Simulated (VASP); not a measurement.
# SrO (Cmcm) in VASP: further runs, part 2 of 2

VASP 6.6.1. Earlier steps stand in the parts before.

## Step 3: Relaxation of cell and atoms, PBE

This run uses another cell than the first one, of 17.97 Å³/atom, 0.919 times its volume.

INCAR reads:

```
SYSTEM = SrO
ALGO     = Normal         ! electronic algorithm
EDIFF    = 1E-7           ! SCF threshold, eV
EDIFFG   = -0.04          ! ionic threshold
ENCUT    = 600            ! plane-wave cutoff, eV
GGA      = PE             ! functional
IBRION   = 2              ! ionic algorithm
ISIF     = 3              ! what is computed and relaxed
ISMEAR   = 0              ! smearing method
LASPH    = .True.         ! aspherical terms in the spheres
LCHARG   = .False.        ! write CHGCAR
LREAL    = .False.        ! projectors in reciprocal space
LWAVE    = .False.        ! write WAVECAR
NELM     = 60             ! most SCF steps
NSW      = 90             ! ionic steps
PREC     = Accurate       ! precision mode
SIGMA    = 0.1            ! smearing width, eV
```

KPOINTS reads:

```
k-points
0
Gamma
  6 6 4
  0 0 0
```

POSCAR reads:

```
SrO
1.0
    1.9412035614     -4.9254058538      0.0000000000
    1.9412035614      4.9254058538      0.0000000000
    0.0000000000      0.0000000000      3.7598149535
Sr O
2 2
Direct
    0.8620000000      0.1380000000      0.7500000000
    0.1380000000      0.8620000000      0.2500000000
    0.5830000000      0.4170000000      0.7500000000
    0.4170000000      0.5830000000      0.2500000000
```

Potentials or basis: VASP PAW PBE potentials, release 64 (Sr_sv, O).

Run with:

```
> cat potpaw_PBE.64/Sr_sv/POTCAR potpaw_PBE.64/O/POTCAR > POTCAR
> mpirun -np 1 vasp_std > vasp.out
```

OUTCAR:

```text
SYSTEM = SrO
   EDIFF = 1E-7
   EDIFFG = -0.04
   ENCUT = 600
   GGA = PE
   IBRION = 2
   ISIF = 3
   ISMEAR = 0
   LASPH = .True.
   LREAL = .False.
   NELM = 60
   NSW = 90
   PREC = Accurate

 ion  position               nearest neighbor table
   1  0.862  0.138  0.750-   3 2.75   4 2.76   4 2.76   4 2.76   4 2.76   3 2.92   3 2.92   2 3.31
                             2 3.31   2 3.49   2 3.49   2 3.49   2 3.49   2 5.10   2 5.10   2 5.10
   2  0.138  0.862  0.250-   4 2.75   3 2.76   3 2.76   3 2.76   3 2.76   4 2.92   4 2.92   1 3.31
                             1 3.31   1 3.49   1 3.49   1 3.49   1 3.49   1 5.10   1 5.10   1 5.10
   3  0.583  0.417  0.750-   1 2.75   2 2.76   2 2.76   2 2.76   2 2.76   1 2.92   1 2.92
   4  0.417  0.583  0.250-   2 2.75   1 2.76   1 2.76   1 2.76   1 2.76   2 2.92   2 2.92

  LATTYP: Found a base centered orthorhombic cell.
 ALAT       =     3.8824071228
 B/A-ratio  =     2.5372948782
 C/A-ratio  =     0.9684236698

  Lattice vectors:

 A1 = (   1.9412035614,  -4.9254058538,   0.0000000000)
 A2 = (   1.9412035614,   4.9254058538,   0.0000000000)
 A3 = (   0.0000000000,   0.0000000000,   3.7598149535)

Analysis of symmetry for initial positions (statically):
=====================================================================
 Subroutine PRICEL returns:
 Original cell was already a primitive cell.

 Routine SETGRP: Setting up the symmetry group for a
 base centered orthorhombic supercell.

 Subroutine GETGRP returns: Found  8 space group operations
 (whereof  4 operations were pure point group operations)
 out of a pool of  8 trial point group operations.

The static configuration has the point symmetry C_2h.
 The point group associated with its full space group is D_2h.

Analysis of symmetry for dynamics (positions and initial velocities):
=====================================================================
 Subroutine PRICEL returns:
 Original cell was already a primitive cell.

 Routine SETGRP: Setting up the symmetry group for a
 base centered orthorhombic supercell.

 Subroutine GETGRP returns: Found  8 space group operations
 (whereof  4 operations were pure point group operations)
 out of a pool of  8 trial point group operations.

The dynamic configuration has the point symmetry C_2h.
 The point group associated with its full space group is D_2h.

 Subroutine INISYM returns: Found  8 space group operations
 (whereof  4 operations are pure point group operations),
 and found     1 'primitive' translations

----------------------------------------------------------------------------------------

                                     Primitive cell

  volume of cell :      71.8968

  direct lattice vectors                    reciprocal lattice vectors
     1.941203561 -4.925405854  0.000000000     0.257572163 -0.101514477  0.000000000
     1.941203561  4.925405854  0.000000000     0.257572163  0.101514477  0.000000000
     0.000000000  0.000000000  3.759814953     0.000000000  0.000000000  0.265970536

  length of vectors
     5.294137710  5.294137710  3.759814953     0.276854850  0.276854850  0.265970536

  position of ions in fractional coordinates (direct lattice)
     0.862000000  0.138000000  0.750000000
     0.138000000  0.862000000  0.250000000
     0.583000000  0.417000000  0.750000000
     0.417000000  0.583000000  0.250000000

  ion indices of the primitive-cell ions
   primitive index   ion index
                 1           1
                 2           2
                 3           3
                 4           4

----------------------------------------------------------------------------------------

 KPOINTS: k-points

Automatic generation of k-mesh.
 Grid dimensions read from file:
[... 61 lines left out ...]
   LSORBIT =      F    spin-orbit coupling
   LASPH  =      T    aspherical Exc in radial PAW
   ENCUT  =  600.0 eV  44.10 Ry    6.64 a.u.  10.57 10.57  7.51*2*pi/ulx,y,z
   NELM   =     60;   NELMIN=  2; NELMDL= -5     # of ELM steps
   EDIFF  = 0.1E-06   stopping-criterion for ELM
   LREAL  =      F    real-space projection
   EDIFFG = -.4E-01   stopping-criterion for IOM
   NSW    =     90    number of steps for IOM
   IBRION =      2    ionic relax: 0-MD 1-quasi-New 2-CG
   NFREE  =      1    steps in history (QN), initial steepest desc. (CG)
   ISIF   =      3    stress and relaxation
   ISYM   =      2    0-nonsym 1-usesym 2-fastsym
   POTIM  = 0.5000    time-step for ionic-motion
   TEBEG  =    0.0;   TEEND  =   0.0 temperature during run
   PSTRESS=    0.0 pullay stress
   NELECT =      32.0000    total number of electrons
   NUPDOWN=      -1.0000    fix difference up-down
   EMIN   =  10.00;   EMAX   =-10.00  energy-range for DOS
   EFERMI =   0.00;   METHOD = LEGACY
   ISMEAR =     0;   SIGMA  =   0.10  broadening in eV -4-tet -1-fermi 0-gaus
   EFERMI_NEDOS =   21; number of points for ismear=-14 and -15
   IALGO  =     38    algorithm
   IMIX   =      4    mixing-type and parameters
     AMIX     =   0.40;   BMIX     =  1.00
     AMIX_MAG =   1.60;   BMIX_MAG =  1.00
  volume/ion in A,a.u.               =      17.97       121.30
  Fermi-wavevector in a.u.,A,eV,Ry     =   1.249938  2.362039 21.256978  1.562344
  Thomas-Fermi vector in A             =   2.383955
   LORBIT       =      0    0 simple, 1 ext, 2 COOP (PROOUT), +10 PAW based schemes
   GGA     = PE    functional components
   LHFCALC =     F    Hartree Fock is set to
   AEXX    =    0.0000 exact exchange contribution
   IVDW    =     0    specifies the selected vdW correction
   LEPSILON=     F    determine dielectric tensor
   LRPA    =     F    only Hartree local field effects (RPA)
 conjugate gradient relaxation of ions
 non-spin polarized calculation
 Gauss-broadening in eV      SIGMA  =   0.10
  energy-cutoff  :      600.00
  volume of cell :       71.90
 maximum number of plane-waves:      2424
   NGX = 21   NGY = 21   NGZ = 15

--------------------------------------- Ionic step        1  -------------------------------------------

 number of electron      32.0000002 magnetization

 Free energy of the ion-electron system (eV)
  ---------------------------------------------------
  ext. energy  EPLUGINS =         0.00000000
  ---------------------------------------------------
  free energy    TOTEN  =       -20.61509660 eV

  energy without entropy =      -20.61509660  energy(sigma->0) =      -20.61509660

------------------------ aborting loop because EDIFF is reached ----------------------------------------

  FORCE on cell =-STRESS in cart. coord.  units (eV):
  Direction    XX          YY          ZZ          XY          YZ          ZX
  --------------------------------------------------------------------------------------
  -------------------------------------------------------------------------------------
  Total      -10.0142247      0.4569252      4.4758889      0.0000000      0.0000000      0.0000000
  in kB     -223.1610244     10.1823056     99.7425147      0.0000000      0.0000000      0.0000000
  external PRESSURE =     -37.7454014 kB  Pullay stress =       0.0000000 kB
[... 95 lines left out ...]
  FREE ENERGIE OF THE ION-ELECTRON SYSTEM (eV)
  ---------------------------------------------------
  free  energy   TOTEN  =       -22.7758595268 eV

  energy  without entropy=      -22.7758595268  energy(sigma->0) =      -22.77585953

 E-fermi :   2.5577     XC(G=0): -10.2304

 val. band max:        2.0675626124   @ k =   0.5000   0.5000   0.0000
 cond. band min:       5.4330854348   @ k =   0.5000   0.5000   0.0000
 fundamental gap:      3.3655228224
 Fermi energy:         2.5577012626

 k-point     1 :       0.0000    0.0000    0.0000
  band No.  band energies     occupation
      1     -30.9071      2.00000
      2     -30.6329      2.00000
      3     -13.9693      2.00000
      4     -13.2208      2.00000
      5     -13.0521      2.00000
      6     -12.9083      2.00000
[... 541 lines left out ...]
     19       8.2489      0.00000
     20       8.8041      0.00000

 [... further k-points ...]

[... ionic steps 4 to 19 ...]

--------------------------------------- Ionic step       20  -------------------------------------------

 number of electron      31.9999995 magnetization

------------------------ aborting loop because EDIFF is reached ----------------------------------------
[... 71 lines left out ...]
--------------------------------------- Ionic step       22  -------------------------------------------

 number of electron      32.0000003 magnetization

 Free energy of the ion-electron system (eV)
  ---------------------------------------------------
  ext. energy  EPLUGINS =         0.00000000
  ---------------------------------------------------
  free energy    TOTEN  =       -23.38507092 eV

  energy without entropy =      -23.38507092  energy(sigma->0) =      -23.38507092

 E-fermi :   1.6758     XC(G=0):  -9.3378

 val. band max:        1.2307971272   @ k =   0.5000   0.5000   0.0000
 cond. band min:       3.6238246890   @ k =   0.0000   0.0000   0.0000
 fundamental gap:      2.3930275618
 Fermi energy:         1.6758060625

 k-point     1 :       0.0000    0.0000    0.0000
  band No.  band energies     occupation
      1     -31.5783      2.00000
      2     -31.4630      2.00000
      3     -14.7219      2.00000
      4     -14.1990      2.00000
      5     -13.4787      2.00000
      6     -13.3641      2.00000
[... 574 lines left out ...]
  FREE ENERGIE OF THE ION-ELECTRON SYSTEM (eV)
  ---------------------------------------------------
  free  energy   TOTEN  =       -23.3850709185 eV

  energy  without entropy=      -23.3850709185  energy(sigma->0) =      -23.38507092

 reached required accuracy - stopping structural energy minimisation
```

Wall time 9.1 min (1 thread of Intel Xeon 6975P-C (Granite Rapids), shared host); peak memory 0.27 GiB.

Results:

```yaml
Free_energy: -23.3851 eV
Relaxed_volume: 19.25 Å³/atom
Relaxed_cell: a = 6.213 Å, b = 6.213 Å, c = 3.658 Å, α = 90.00°, β = 90.00°, γ = 146.96°
Space_group_after_relaxing_to_0.05_Å: Cmcm (No. 63)
Energy_gained_by_relaxing: 692.5 meV/atom
Ionic_steps: 22
Pressure_after_relaxing: -0.1 GPa
Largest_force_after_relaxing: 0.027 eV/Å
Band_gap_on_the_k_mesh: 2.39 eV, indirect (least direct gap 2.42 eV)
```

Forces in eV/Å, atoms in the order of the input:
```
Sr   0.000 -0.019  0.000
Sr   0.000  0.019  0.000
O    0.000 -0.027  0.000
O    0.000  0.027  0.000
```

Stress tensor (GPa, compression positive):
```
-0.17  0.00  0.00
 0.00 -0.21  0.00
 0.00  0.00  0.17
```

Step by step:
```csv
step,energy change (eV),largest force (eV/Å),pressure (GPa),volume (Å³)
1,0.0000,3.5976,-3.77,71.90
2,-1.9615,1.8762,-0.46,66.99
3,-2.1608,1.2640,2.04,64.84
4,-2.1593,1.1702,2.50,64.48
5,-2.4588,0.6137,-0.20,66.40
6,-2.4933,0.4952,-1.46,67.34
7,-2.5558,0.4178,0.96,65.94
8,-2.5702,0.3318,2.98,64.96
9,-2.6163,0.2428,2.43,65.96
10,-2.7047,0.0448,1.73,68.89
11,-2.7133,0.2522,2.50,74.44
12,-2.7193,0.4173,-3.21,82.24
13,-2.7550,0.1235,-0.70,78.41
14,-2.7638,0.0710,0.64,77.51
15,-2.7661,0.0865,0.21,77.79
16,-2.7672,0.0481,-0.24,78.15
17,-2.7672,0.0490,-0.24,78.14
18,-2.7680,0.0512,-0.06,77.86
19,-2.7682,0.0818,0.06,77.68
20,-2.7688,0.0620,-0.04,77.56
21,-2.7694,0.0333,-0.21,77.34
22,-2.7700,0.0268,-0.07,76.98
```

Final structure:
```
CELL_PARAMETERS angstrom
1.76668 -5.95655 0.00000
1.76668 5.95655 0.00000
0.00000 0.00000 3.65767
ATOMIC_POSITIONS crystal
Sr 0.85792 0.14208 0.75000
Sr 0.14208 0.85792 0.25000
O 0.64912 0.35088 0.75000
O 0.35088 0.64912 0.25000
```
